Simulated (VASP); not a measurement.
A run of VASP 6.6.1:

Contents of INCAR:

```
SYSTEM = Sb
PREC = Accurate
ENCUT = 520
EDIFF = 1E-6
ISMEAR = 0
SIGMA = 0.15
LREAL = .FALSE.
LASPH = .TRUE.
NELM = 60
ALGO = Normal
ISIF = 2
LWAVE = .FALSE.
LCHARG = .FALSE.
GGA = PS
NBANDS = 12
```

The input KPOINTS:

```
regular mesh
0
G
  18 18 10
  0 0 0
```

The input POSCAR:

```
Sb
1.0
    3.3184651768      0.0000000000      0.0000000000
   -1.6592325884      2.9614043369      0.0000000000
    0.0000000000      0.0000000000      5.3300000000
Sb
2
Direct
    0.3333333333      0.6666666667      0.2500000000
    0.6666666667      0.3333333333      0.7500000000
```

Potentials or basis: VASP PAW PBE potentials, release 64 (Sb).

Command:

```bash
$ cat potpaw_PBE.64/Sb/POTCAR > POTCAR
$ mpirun -np 1 vasp_std > vasp.out
```

Hardware: 1 thread of Intel Xeon 8259CL (shared host).

Question: Estimate the wall time of this run.

Answer: It took 4 min on 1 thread of Intel Xeon 8259CL (shared host), peak memory 0.41 GiB. Counts: scf iterations 9, k points 546.
